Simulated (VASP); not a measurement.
# HfN in VASP: single point with PBE

Aim: the single point of HfN with PBE.

All numbers are computed with VASP 6.6.1; they aren't measurements. Logs are shortened: lines on timing, memory, paths and dates and some standing lists are left out, and cuts for length are marked.

## Step 1: The cell of the first run

The cell holds a slab with vacuum, 24 atoms: a = 6.432 Å, b = 6.432 Å, c = 22.548 Å, α = 90.00°, β = 90.00°, γ = 90.00°.

## Step 2: Single point, PBE

INCAR

```
PREC = Accurate
ENCUT = 520
EDIFF = 1E-6
ISMEAR = 0
SIGMA = 0.1
LREAL = False
LASPH = True
NELM = 120
ALGO = Normal
ISIF = 2
LWAVE = False
LCHARG = False
LDIPOL = True
IDIPOL = 3
DIPOL = 0.5 0.5 0.454
GGA = PE
NBANDS = 108
GGA_COMPAT = False
NELMDL = -8
```

KPOINTS

```
Automatic mesh
0
Gamma
  3 3 1
```

POSCAR

```
HfN
1.0
    6.4315507115      0.0000000000      0.0000000000
    0.0000000000      6.4315507115      0.0000000000
    0.0000000000      0.0000000000     22.5477931216
Hf N
12 12
Direct
    0.2500000000      0.2500000000      0.3548019071
    0.2500000000      0.7500000000      0.3548019071
    0.7500000000      0.2500000000      0.3548019071
    0.7500000000      0.7500000000      0.3548019071
    0.5013841921      0.4986149836      0.4545181963
    0.5013875946      0.0013314501      0.4545189533
   -0.0013315253      0.4986124855      0.4545191614
   -0.0013338870      0.0013329980      0.4545207573
    0.7500524241      0.7499315273      0.5487211558
    0.7500698754      0.2499348963      0.5529120926
    0.2500562692      0.7499476711      0.5487828830
    0.2500653921      0.2499439740      0.5487211016
    0.5000000000      0.5000000000      0.3548019071
    0.5000000000      0.0000000000      0.3548019071
    0.0000000000      0.5000000000      0.3548019071
    0.0000000000      0.0000000000      0.3548019071
    0.7500292705      0.7499681014      0.4519576874
    0.7500236445      0.2499766389      0.4500022967
    0.2500270828      0.7499738396      0.4517330386
    0.2500306212      0.2499695254      0.4519575119
    0.0022443774     -0.0022486853      0.5576531906
    0.0022255723      0.5021258163      0.5576549643
    0.4978785152     -0.0022211968      0.5576548081
    0.4978958328      0.5020998547      0.5576561816
```

Potentials or basis: VASP PAW PBE potentials, release 64 (Hf_pv, N).

Command:

```bash
> cat potpaw_PBE.64/Hf_pv/POTCAR potpaw_PBE.64/N/POTCAR > POTCAR
> mpirun -np 1 vasp_std > vasp.out
```

OUTCAR:

```text
PREC = Accurate
   ENCUT = 520
   EDIFF = 1E-6
   ISMEAR = 0
   LREAL = False
   LASPH = True
   NELM = 120
   ISIF = 2
   GGA = PE
   NELMDL = -8

 ion  position               nearest neighbor table
   1  0.250  0.250  0.355-  20 2.19  14 2.27  15 2.27  16 2.27  13 2.27   7 3.20   5 3.20   8 3.20
                             6 3.20   3 3.22   2 3.22   2 3.22   3 3.22
   2  0.250  0.750  0.355-  19 2.19  14 2.27  15 2.27  16 2.27  13 2.27   8 3.21   6 3.21   7 3.21
                             5 3.21   4 3.22   1 3.22   1 3.22   4 3.22
   3  0.750  0.250  0.355-  18 2.15  14 2.27  15 2.27  16 2.27  13 2.27   5 3.19   6 3.19   7 3.19
                             8 3.19   4 3.22   1 3.22   4 3.22   1 3.22
   4  0.750  0.750  0.355-  17 2.19  14 2.27  15 2.27  16 2.27  13 2.27   6 3.20   5 3.20   8 3.20
                             7 3.20   3 3.22   2 3.22   3 3.22   2 3.22
   5  0.501  0.499  0.455-  13 2.25  18 2.26  17 2.27  20 2.27  19 2.29  24 2.33   9 3.11  12 3.11
                            11 3.12  10 3.17   3 3.19   1 3.20   4 3.20   6 3.20   7 3.20   2 3.21
   6  0.501  0.001  0.455-  14 2.25  18 2.26  20 2.27  17 2.27  19 2.29  23 2.33  12 3.11   9 3.11
                            11 3.12  10 3.17   3 3.19   4 3.20   1 3.20   8 3.20   5 3.20   2 3.21
   7  0.999  0.499  0.455-  15 2.25  18 2.26  17 2.27  20 2.27  19 2.29  22 2.33   9 3.11  12 3.11
                            11 3.12  10 3.17   3 3.19   1 3.20   4 3.20   8 3.20   5 3.20   2 3.21
   8  0.999  0.001  0.455-  16 2.25  18 2.26  20 2.27  17 2.27  19 2.29  21 2.33  12 3.11   9 3.11
                            11 3.12  10 3.17   3 3.19   4 3.20   1 3.20   6 3.20   7 3.20   2 3.21
   9  0.750  0.750  0.549-  17 2.18  22 2.28  24 2.28  21 2.28  23 2.28   7 3.11   5 3.11   8 3.11
[... 5 lines left out ...]
  12  0.250  0.250  0.549-  20 2.18  23 2.28  24 2.28  21 2.28  22 2.28   6 3.11   5 3.11   8 3.11
                             7 3.11  11 3.22  11 3.22  10 3.22  10 3.22
  13  0.500  0.500  0.355-   5 2.25   2 2.27   3 2.27   4 2.27   1 2.27
  14  0.500  0.000  0.355-   6 2.25   2 2.27   3 2.27   4 2.27   1 2.27
  15  0.000  0.500  0.355-   7 2.25   2 2.27   3 2.27   4 2.27   1 2.27
  16  0.000  0.000  0.355-   8 2.25   2 2.27   3 2.27   4 2.27   1 2.27
  17  0.750  0.750  0.452-   9 2.18   4 2.19   7 2.27   5 2.27   8 2.27   6 2.27
  18  0.750  0.250  0.450-   3 2.15   5 2.26   7 2.26   6 2.26   8 2.26  10 2.32
  19  0.250  0.750  0.452-   2 2.19  11 2.19   5 2.29   6 2.29   7 2.29   8 2.29
  20  0.250  0.250  0.452-  12 2.18   1 2.19   6 2.27   5 2.27   8 2.27   7 2.27
  21  0.002  0.998  0.558-  11 2.26   9 2.28  12 2.28  10 2.30   8 2.33
  22  0.002  0.502  0.558-  11 2.26   9 2.28  12 2.28  10 2.30   7 2.33
  23  0.498  0.998  0.558-  11 2.26  12 2.28   9 2.28  10 2.30   6 2.33
  24  0.498  0.502  0.558-  11 2.26  12 2.28   9 2.28  10 2.30   5 2.33

  LATTYP: Found a simple tetragonal cell.
 ALAT       =     6.4315507115
 C/A-ratio  =     3.5058097391

  Lattice vectors:

 A1 = (   6.4315507115,   0.0000000000,   0.0000000000)
 A2 = (   0.0000000000,   6.4315507115,   0.0000000000)
 A3 = (   0.0000000000,   0.0000000000,  22.5477931216)

Analysis of symmetry for initial positions (statically):
=====================================================================
 Subroutine PRICEL returns:
 Original cell was already a primitive cell.

 Routine SETGRP: Setting up the symmetry group for a
 simple tetragonal supercell.

 Subroutine GETGRP returns: Found  2 space group operations
 (whereof  2 operations were pure point group operations)
 out of a pool of 16 trial point group operations.

The static configuration has the point symmetry C_1h.

Analysis of symmetry for dynamics (positions and initial velocities):
=====================================================================
 Subroutine PRICEL returns:
 Original cell was already a primitive cell.

 Routine SETGRP: Setting up the symmetry group for a
 simple tetragonal supercell.

 Subroutine GETGRP returns: Found  2 space group operations
 (whereof  2 operations were pure point group operations)
 out of a pool of 16 trial point group operations.

The dynamic configuration has the point symmetry C_1h.

 Subroutine INISYM returns: Found  2 space group operations
 (whereof  2 operations are pure point group operations),
 and found     1 'primitive' translations

----------------------------------------------------------------------------------------

                                     Primitive cell

  volume of cell :     932.6860

  direct lattice vectors                    reciprocal lattice vectors
     6.431550711  0.000000000  0.000000000     0.155483498  0.000000000  0.000000000
     0.000000000  6.431550711  0.000000000     0.000000000  0.155483498  0.000000000
     0.000000000  0.000000000 22.547793122     0.000000000  0.000000000  0.044350238

[... 70 lines left out ...]

  Length of vectors
     0.051827833  0.051827833  0.044350238

  Shift w.r.t. Gamma in fractional coordinates (k-lattice)
     0.000000000  0.000000000  0.000000000

 Subroutine IBZKPT returns following result:
 ===========================================

 Found      4 irreducible k-points:

 Following reciprocal coordinates:
            Coordinates               Weight
  0.000000  0.000000  0.000000      1.000000
  0.333333  0.000000  0.000000      4.000000
  0.333333  0.333333  0.000000      2.000000
 -0.333333  0.333333  0.000000      2.000000
   k-points           NKPTS =      4   k-points in BZ     NKDIM =      4   number of bands    NBANDS=    108
   number of dos      NEDOS =    301   number of ions     NIONS =     24
   total plane-waves  NPLWV = 387072
   dimension x,y,z NGX =    48 NGY =   48 NGZ =  168
   dimension x,y,z NGXF=    96 NGYF=   96 NGZF=  336
   ions per type =              12  12
   NGX,Y,Z   is equivalent  to a cutoff of  12.41, 12.41, 12.39 a.u.
   NGXF,Y,Z  is equivalent  to a cutoff of  24.81, 24.81, 24.77 a.u.
 SYSTEM =  unknown system
   PREC   = accura    normal or accurate (medium, high low for compatibility)
   ISTART =      0    job   : 0-new  1-cont  2-samecut
   ICHARG =      2    charge: 1-file 2-atom 10-const
   ISPIN  =      1    spin polarized calculation?
   LNONCOLLINEAR =      F non collinear calculations
   LSORBIT =      F    spin-orbit coupling
   LASPH  =      T    aspherical Exc in radial PAW
   ENCUT  =  520.0 eV  38.22 Ry    6.18 a.u.  11.96 11.96 41.92*2*pi/ulx,y,z
   NELM   =    120;   NELMIN=  2; NELMDL= -8     # of ELM steps
   EDIFF  = 0.1E-05   stopping-criterion for ELM
   LREAL  =      F    real-space projection
   EDIFFG = 0.1E-04   stopping-criterion for IOM
   NSW    =      0    number of steps for IOM
   IBRION =     -1    ionic relax: 0-MD 1-quasi-New 2-CG
   NFREE  =      0    steps in history (QN), initial steepest desc. (CG)
   ISIF   =      2    stress and relaxation
   ISYM   =      2    0-nonsym 1-usesym 2-fastsym
   POTIM  = 0.5000    time-step for ionic-motion
   TEBEG  =    0.0;   TEEND  =   0.0 temperature during run
   PSTRESS=    0.0 pullay stress
   NELECT =     180.0000    total number of electrons
   NUPDOWN=      -1.0000    fix difference up-down
   EMIN   =  10.00;   EMAX   =-10.00  energy-range for DOS
   EFERMI =   0.00;   METHOD = LEGACY
   ISMEAR =     0;   SIGMA  =   0.10  broadening in eV -4-tet -1-fermi 0-gaus
   EFERMI_NEDOS =   21; number of points for ismear=-14 and -15
   IALGO  =     38    algorithm
   IMIX   =      4    mixing-type and parameters
     AMIX     =   0.40;   BMIX     =  1.00
     AMIX_MAG =   1.60;   BMIX_MAG =  1.00
  volume/ion in A,a.u.               =      38.86       262.25
  Fermi-wavevector in a.u.,A,eV,Ry     =   0.946064  1.787802 12.177719  0.895037
  Thomas-Fermi vector in A             =   2.074026
   LORBIT       =      0    0 simple, 1 ext, 2 COOP (PROOUT), +10 PAW based schemes
   GGA     = PE    functional components
   LHFCALC =     F    Hartree Fock is set to
   AEXX    =    0.0000 exact exchange contribution
   IVDW    =     0    specifies the selected vdW correction
   LEPSILON=     F    determine dielectric tensor
   LRPA    =     F    only Hartree local field effects (RPA)
 non-spin polarized calculation
 Gauss-broadening in eV      SIGMA  =   0.10
  energy-cutoff  :      520.00
  volume of cell :      932.69
 maximum number of plane-waves:     25137
   NGX = 23   NGY = 23   NGZ = 83

 dipolmoment           0.000000      0.000000      0.000389 electrons x Angstroem

 number of electron     179.9999991 magnetization

 dipolmoment           0.000000      0.000000     -0.097797 electrons x Angstroem

 Free energy of the ion-electron system (eV)
  ---------------------------------------------------
  ext. energy  EPLUGINS =         0.00000000
  ---------------------------------------------------
  free energy    TOTEN  =      -253.04939636 eV

  energy without entropy =     -253.04067604  energy(sigma->0) =     -253.04503620

 E-fermi :   0.6291     XC(G=0):  -4.7828

 val. band max:        0.4949561931   @ k =   0.3333   0.0000   0.0000
 cond. band min:       0.7732870894   @ k =   0.3333   0.3333   0.0000
 fundamental gap:      0.2783308963
 Fermi energy:         0.6291304005

 k-point     1 :       0.0000    0.0000    0.0000
  band No.  band energies     occupation
      1     -31.6666      2.00000
      2     -31.6605      2.00000
      3     -31.5986      2.00000
      4     -31.5930      2.00000
      5     -31.5930      2.00000
      6     -31.4783      2.00000
[... 409 lines left out ...]
    101       2.0711      0.00000
    102       2.0760      0.00000
 [bands above 102 left out]

------------------------ aborting loop because EDIFF is reached ----------------------------------------

 vacuum level on the upper side and lower side of the slab       (xc-potential included)        -0.377         0.034

  FORCE on cell =-STRESS in cart. coord.  units (eV):
  Direction    XX          YY          ZZ          XY          YZ          ZX
  --------------------------------------------------------------------------------------
  -------------------------------------------------------------------------------------
  Total      -26.2836061    -26.2836061     -2.7023801      0.0000014      0.0123817     -0.0123816
  in kB      -45.1502432    -45.1502432     -4.6421758      0.0000024      0.0212695     -0.0212692
  external PRESSURE =     -31.6475541 kB  Pullay stress =       0.0000000 kB

 VOLUME and BASIS-vectors are now :
 -----------------------------------------------------------------------------
  energy-cutoff  :      520.00
  volume of cell :      932.69
      direct lattice vectors                 reciprocal lattice vectors
     6.431550711  0.000000000  0.000000000     0.155483498  0.000000000  0.000000000
     0.000000000  6.431550711  0.000000000     0.000000000  0.155483498  0.000000000
     0.000000000  0.000000000 22.547793122     0.000000000  0.000000000  0.044350238

 POSITION                                       TOTAL-FORCE (eV/Angst)
 -----------------------------------------------------------------------------------
      1.60789      1.60789      8.00000         0.000223     -0.000241      1.330533
      1.60789      4.82366      8.00000         0.000209     -0.000209      1.363600
      4.82366      1.60789      8.00000         0.000250     -0.000250      0.937852
      4.82366      4.82366      8.00000         0.000241     -0.000223      1.330533
      3.22468      3.20687     10.24838        -0.020567      0.020567     -0.142162
      3.22470      0.00856     10.24840        -0.020435     -0.020958     -0.142477
[... 16 lines left out ...]
      3.20213      6.41726     12.57389         0.168557      0.167772      0.162485
      3.20224      3.22928     12.57392         0.167182     -0.167182      0.162194
 -----------------------------------------------------------------------------------
    total drift:                                0.002466      0.002473      0.000432

  FREE ENERGIE OF THE ION-ELECTRON SYSTEM (eV)
  ---------------------------------------------------
  free  energy   TOTEN  =      -253.0493963595 eV

  energy  without entropy=     -253.0406760433  energy(sigma->0) =     -253.04503620

 vacuum level on the upper side and lower side of the slab         3.045         3.465
```

It took 23 min on 1 thread of Intel Xeon Platinum 8488C (Sapphire Rapids), shared host; peak memory 0.89 GiB.

Results:

* Free energy: -253.0494 eV
* Largest force: 1.364 eV/Å
* Band gap on the k mesh: 0.28 eV

Forces in eV/Å, atoms in the order of the input:
```
Hf   0.000  0.000  1.331
Hf   0.000  0.000  1.364
Hf   0.000  0.000  0.938
Hf   0.000  0.000  1.331
Hf  -0.021  0.021 -0.142
Hf  -0.020 -0.021 -0.142
Hf   0.021  0.020 -0.142
Hf   0.021 -0.021 -0.143
Hf   0.000  0.001  0.060
Hf  -0.001  0.001 -1.257
Hf   0.000  0.000 -0.051
Hf  -0.001  0.000  0.060
N   -0.024  0.024 -1.095
N   -0.024 -0.024 -1.095
N    0.024  0.024 -1.095
N    0.024 -0.024 -1.095
N    0.000  0.000 -0.080
N    0.000  0.000  0.714
N    0.000  0.000 -0.030
N    0.000  0.000 -0.080
N   -0.169  0.169  0.163
N   -0.168 -0.169  0.162
N    0.169  0.168  0.162
N    0.167 -0.167  0.162
```

Caveat: spin-orbit coupling is left out, which moves the levels of the heavy elements.
